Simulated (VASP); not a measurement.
# TiB2 (P6/mmm) in VASP: vibrations by perturbation theory with LDA

Aim: the vibrations by perturbation theory of TiB2 with LDA.

Everything below comes from runs of VASP 6.6.1. Logs are shortened: lines on timing, memory, paths and dates and some standing lists are left out, and cuts for length are marked.

### Step 1. The cell of the first run

It takes space group P6/mmm (No. 191, hexagonal). Conventional cell: a = 2.994 Å, b = 2.994 Å, c = 3.159 Å, α = 90.00°, β = 90.00°, γ = 120.00°. Within 3.2 Å of Ti (site symmetry 6/mmm) lie 12 B at 2.34 Å and 8 Ti at 2.99 to 3.16 Å. Within 2.4 Å of B (site symmetry -6m2) lie 3 B at 1.73 Å and 6 Ti at 2.34 Å.

### Step 2. Vibrations by perturbation theory, LDA

INCAR reads:

```
  PREC = Accurate
  ENCUT = 520
  EDIFF = 1E-8
  ISMEAR = -1
  SIGMA = 0.15
  LREAL = F
  LASPH = T
  NELM = 100
  ALGO = Normal
  ISIF = 2
  LWAVE = F
  LCHARG = F
  NBANDS = 16
  IBRION = 8
  NSW = 1
```

KPOINTS reads:

```
Automatic mesh
0
Gamma
  15 15 12
```

POSCAR reads:

```
TiB2
1.0
    2.9943000946      0.0000000029      0.0000000000
   -1.4971500498      2.5931399471      0.0000000000
    0.0000000000      0.0000000000      3.1593399566
Ti B
1 2
Direct
    0.0000000000      0.0000000000      0.0000000000
    0.3333333333      0.6666666667      0.5000000000
    0.6666666667      0.3333333333      0.5000000000
```

Potentials or basis: VASP PAW LDA potentials, release 64 (Ti_sv, B).

Run with:

```bash
cat potpaw_LDA.64/Ti_sv/POTCAR potpaw_LDA.64/B/POTCAR > POTCAR
mpirun -np 1 vasp_std > vasp.out
```

OUTCAR:

```text
PREC = Accurate
   ENCUT = 520
   EDIFF = 1E-8
   ISMEAR = -1
   LREAL = F
   LASPH = T
   NELM = 100
   ISIF = 2
   IBRION = 8
   NSW = 1

 ion  position               nearest neighbor table
   1  0.000  0.000  0.000-   2 2.34   3 2.34   2 2.34   3 2.34   3 2.34   3 2.34   2 2.34   2 2.34
                             3 2.34   3 2.34   2 2.34   2 2.34
   2  0.333  0.667  0.500-   3 1.73   3 1.73   3 1.73   1 2.34   1 2.34   1 2.34   1 2.34   1 2.34
                             1 2.34
   3  0.667  0.333  0.500-   2 1.73   2 1.73   2 1.73   1 2.34   1 2.34   1 2.34   1 2.34   1 2.34
                             1 2.34

  LATTYP: Found a hexagonal cell.
 ALAT       =     2.9943000946
 C/A-ratio  =     1.0551180098

  Lattice vectors:

 A1 = (   2.9943000946,   0.0000000029,   0.0000000000)
 A2 = (  -1.4971500498,   2.5931399471,   0.0000000000)
 A3 = (   0.0000000000,   0.0000000000,   3.1593399566)

Analysis of symmetry for initial positions (statically):
=====================================================================
 Subroutine PRICEL returns:
 Original cell was already a primitive cell.

 Routine SETGRP: Setting up the symmetry group for a
 hexagonal supercell.

 Subroutine GETGRP returns: Found 24 space group operations
 (whereof 24 operations were pure point group operations)
 out of a pool of 24 trial point group operations.

The static configuration has the point symmetry D_6h.

Analysis of symmetry for dynamics (positions and initial velocities):
=====================================================================
 Subroutine PRICEL returns:
 Original cell was already a primitive cell.

 Routine SETGRP: Setting up the symmetry group for a
 hexagonal supercell.

 Subroutine GETGRP returns: Found 24 space group operations
 (whereof 24 operations were pure point group operations)
 out of a pool of 24 trial point group operations.

The dynamic configuration has the point symmetry D_6h.

 Subroutine INISYM returns: Found 24 space group operations
 (whereof 24 operations are pure point group operations),
 and found     1 'primitive' translations

----------------------------------------------------------------------------------------

                                     Primitive cell

  volume of cell :      24.5311

  direct lattice vectors                    reciprocal lattice vectors
     2.994300095  0.000000003  0.000000000     0.333967862  0.192816435  0.000000000
    -1.497150050  2.593139947  0.000000000    -0.000000000  0.385632870  0.000000000
     0.000000000  0.000000000  3.159339957     0.000000000  0.000000000  0.316521810

  length of vectors
     2.994300095  2.994300095  3.159339957     0.385632870  0.385632870  0.316521810

  position of ions in fractional coordinates (direct lattice)
     0.000000000  0.000000000  0.000000000
     0.333333333  0.666666667  0.500000000
     0.666666667  0.333333333  0.500000000

  ion indices of the primitive-cell ions
   primitive index   ion index
                 1           1
                 2           2
                 3           3

----------------------------------------------------------------------------------------

 KPOINTS: Automatic mesh

Automatic generation of k-mesh.
 Grid dimensions read from file:
 generate k-points for:   15   15   12

 Generating k-lattice:

  Cartesian coordinates                     Fractional coordinates (reciprocal lattice)
     0.022264524  0.012854429  0.000000000     0.066666667 -0.000000000  0.000000000
    -0.000000000  0.025708858  0.000000000     0.000000000  0.066666667  0.000000000
     0.000000000  0.000000000  0.026376817     0.000000000  0.000000000  0.083333333

  Length of vectors
     0.025708858  0.025708858  0.026376817

  Shift w.r.t. Gamma in fractional coordinates (k-lattice)
     0.000000000  0.000000000  0.000000000

 Subroutine IBZKPT returns following result:
 ===========================================

 Found    189 irreducible k-points:

 Following reciprocal coordinates:
            Coordinates               Weight
  0.000000  0.000000  0.000000      1.000000
  0.066667 -0.000000  0.000000      6.000000
  0.133333 -0.000000  0.000000      6.000000
  0.200000 -0.000000  0.000000      6.000000
  0.266667 -0.000000  0.000000      6.000000
  0.333333  0.000000  0.000000      6.000000
[... 16 lines left out ...]
  0.333333  0.200000  0.000000     12.000000
[... 28 lines left out ...]
   POTIM  = 0.5000    time-step for ionic-motion
   TEBEG  =    0.0;   TEEND  =   0.0 temperature during run
   PSTRESS=    0.0 pullay stress
   NELECT =      18.0000    total number of electrons
   NUPDOWN=      -1.0000    fix difference up-down
   EMIN   =  10.00;   EMAX   =-10.00  energy-range for DOS
   EFERMI =   0.00;   METHOD = LEGACY
   ISMEAR =    -1;   SIGMA  =   0.15  broadening in eV -4-tet -1-fermi 0-gaus
   EFERMI_NEDOS =   21; number of points for ismear=-14 and -15
   IALGO  =     38    algorithm
   IMIX   =      4    mixing-type and parameters
     AMIX     =   0.40;   BMIX     =  1.00
     AMIX_MAG =   1.60;   BMIX_MAG =  1.00
  volume/ion in A,a.u.               =       8.18        55.18
  Fermi-wavevector in a.u.,A,eV,Ry     =   1.476590  2.790350 29.665009  2.180317
  Thomas-Fermi vector in A             =   2.591098
   LORBIT       =      0    0 simple, 1 ext, 2 COOP (PROOUT), +10 PAW based schemes
   GGA     = CA    functional components
   LHFCALC =     F    Hartree Fock is set to
   AEXX    =    0.0000 exact exchange contribution
   IVDW    =     0    specifies the selected vdW correction
   LEPSILON=     F    determine dielectric tensor
   LRPA    =     F    only Hartree local field effects (RPA)
 non-spin polarized calculation
  energy-cutoff  :      520.00
  volume of cell :       24.53
 maximum number of plane-waves:       684
 NGX is ok and might be reduce to    24
   NGX = 11   NGY = 11   NGZ = 11

--------------------------------------- Ionic step        1  -------------------------------------------

 number of electron      18.0000000 magnetization

 Free energy of the ion-electron system (eV)
  ---------------------------------------------------
  ext. energy  EPLUGINS =         0.00000000
  ---------------------------------------------------
  free energy    TOTEN  =       -26.93461279 eV

  energy without entropy =      -26.90546735  energy(sigma->0) =      -26.92004007

 E-fermi :  10.4165     XC(G=0): -13.1705

 val. band max:       10.4033535503   @ k =   0.2000   0.2000   0.0833
 cond. band min:      10.4430415094   @ k =   0.0667   0.0667   0.3333
 fundamental gap:      0.0396879592
 Fermi energy:        10.4165167682

 k-point     1 :       0.0000    0.0000    0.0000
  band No.  band energies     occupation
      1     -45.6906      2.00000
      2     -22.4366      2.00000
      3     -22.0957      2.00000
      4     -22.0957      2.00000
      5      -3.0935      2.00000
      6       7.6748      2.00000
[... 433 lines left out ...]
      3     -22.3472      2.00000
      4     -22.3120      2.00000
      5       1.5679      2.00000
      6       1.6224      2.00000
[... 8 lines left out ...]
     15      19.6617      0.00000
     16      20.9053      0.00000

 [... further k-points ...]

------------------------ aborting loop because EDIFF is reached ----------------------------------------

  FORCE on cell =-STRESS in cart. coord.  units (eV):
  Direction    XX          YY          ZZ          XY          YZ          ZX
  --------------------------------------------------------------------------------------
  -------------------------------------------------------------------------------------
  Total        0.0959491      0.0959491      0.0950911      0.0000000      0.0000000      0.0000000
  in kB        6.2666286      6.2666286      6.2105898      0.0000000      0.0000000      0.0000000
  external PRESSURE =       6.2479490 kB  Pullay stress =       0.0000000 kB

 VOLUME and BASIS-vectors are now :
 -----------------------------------------------------------------------------
  energy-cutoff  :      520.00
  volume of cell :       24.53
      direct lattice vectors                 reciprocal lattice vectors
     2.994300095  0.000000003  0.000000000     0.333967862  0.192816435  0.000000000
    -1.497150050  2.593139947  0.000000000    -0.000000000  0.385632870  0.000000000
     0.000000000  0.000000000  3.159339957     0.000000000  0.000000000  0.316521810

 POSITION                                       TOTAL-FORCE (eV/Angst)
 -----------------------------------------------------------------------------------
      0.00000      0.00000      0.00000        -0.000000      0.000000      0.000000
     -0.00000      1.72876      1.57967         0.000000      0.000000     -0.000000
      1.49715      0.86438      1.57967        -0.000000     -0.000000      0.000000
 -----------------------------------------------------------------------------------
    total drift:                               -0.000000      0.000000      0.000000

  FREE ENERGIE OF THE ION-ELECTRON SYSTEM (eV)
  ---------------------------------------------------
  free  energy   TOTEN  =       -26.9346127897 eV

  energy  without entropy=      -26.9054673525  energy(sigma->0) =      -26.92004007

[... ionic steps 2 to 3 ...]

--------------------------------------- Ionic step        4  -------------------------------------------

------------------------ aborting loop because EDIFF is reached ----------------------------------------
[... 11 lines left out ...]
[... ionic steps 8 to 8 ...]

--------------------------------------- Ionic step        9  -------------------------------------------

 Free energy of the ion-electron system (eV)
  ---------------------------------------------------
  ---------------------------------------------------
  free energy    TOTEN  =        -0.04562933 eV

  energy without entropy =       -0.04562933

------------------------ aborting loop because EDIFF is reached ----------------------------------------

 INTERNAL STRAIN TENSOR  FOR ION    2  DIRECTION 3   (eV/Angst):
 -----------------------------------------------------------------------------
    -0.00061  0.00000 -0.00000
    -0.00000 -0.00061  0.00000
     0.00000 -0.00000 -0.00303

 INTERNAL STRAIN TENSOR FOR ION    3 for displacements in x,y,z  (eV/Angst):
          X           Y           Z          XY          YZ          ZX
  --------------------------------------------------------------------------------
  x    -0.00000     0.00000     0.00000     3.73176     0.00000     0.00000
  y     3.73176    -3.73176     0.00000     0.00000     0.00000     0.00000
  z     0.00000     0.00000     0.00000    -0.00000    -0.00000    -0.00000

 SECOND DERIVATIVES (NOT SYMMETRIZED)
 ------------------------------------
               1X          1Y          1Z          2X          2Y          2Z          3X          3Y          3Z
  1X   -15.734855   -0.000000    0.000000    7.867427    0.000000    0.000000    7.867427    0.000000    0.000000
  1Y    -0.000000  -15.734855    0.000000    0.000000    7.867427    0.000000    0.000000    7.867427    0.000000
  1Z     0.000000    0.000000  -15.924684   -0.000000    0.000000    7.962342   -0.000000    0.000000    7.962342
  2X     7.851665    0.000000    0.000000  -20.798802   -0.000000    0.000000   12.947137    0.000000    0.000000
  2Y     0.000000    7.851665    0.000000   -0.000000  -20.798802    0.000000    0.000000   12.947137    0.000000
  2Z    -0.000000    0.000000    7.972851    0.000000    0.000000  -10.578494    0.000000    0.000000    2.605643
  3X     7.851665    0.000000    0.000000   12.947137    0.000000    0.000000  -20.798802   -0.000000    0.000000
  3Y     0.000000    7.851665    0.000000    0.000000   12.947137    0.000000   -0.000000  -20.798802    0.000000
  3Z    -0.000000    0.000000    7.972851    0.000000    0.000000    2.605643    0.000000    0.000000  -10.578494

 Eigenvectors and eigenvalues of the dynamical matrix
 ----------------------------------------------------

   1 f  =   27.620310 THz   173.543527 2PiTHz  921.314378 cm-1   114.228373 meV
             X         Y         Z           dx          dy          dz
      0.000000  0.000000  0.000000    -0.000000   -0.000000   -0.000000
     -0.000000  1.728760  1.579670    -0.055624   -0.704916   -0.000000
      1.497150  0.864380  1.579670     0.055624    0.704916   -0.000000
[... 43 lines left out ...]
   9 f/i=    0.007457 THz     0.046853 2PiTHz    0.248733 cm-1     0.030839 meV
             X         Y         Z           dx          dy          dz
      0.000000  0.000000  0.000000    -0.757257   -0.339164    0.000000
     -0.000000  1.728760  1.579670    -0.360193   -0.161325    0.000000
      1.497150  0.864380  1.579670    -0.360193   -0.161325    0.000000

--------------------------------------------------------------------------------------------------------

 ELASTIC MODULI CONTR FROM IONIC RELAXATION (kBar)
 Direction    XX          YY          ZZ          XY          YZ          ZX
 --------------------------------------------------------------------------------
 XX         -53.9050     53.9050     -0.0000     -0.0000      0.0000      0.0000
 YY          53.9050    -53.9050      0.0000     -0.0000     -0.0000     -0.0000
 ZZ          -0.0000      0.0000     -0.0000     -0.0000     -0.0000     -0.0000
 XY          -0.0000     -0.0000     -0.0000    -53.9050     -0.0000     -0.0000
 YZ           0.0000     -0.0000     -0.0000     -0.0000     -0.0000     -0.0000
 ZX           0.0000     -0.0000     -0.0000     -0.0000     -0.0000     -0.0000
 --------------------------------------------------------------------------------
```

Wall time 26 min (1 thread of Intel Xeon 8259CL, shared host); peak memory 0.69 GiB.

What came out:

```
Highest phonon frequency at Γ : 921 cm⁻¹
```

Phonon frequencies in cm⁻¹ (negative: imaginary):
| q point | frequencies |
| --- | --- |
| (0.000, 0.000, 0.000) | 0 0 0 536 536 539 576 921 921 |
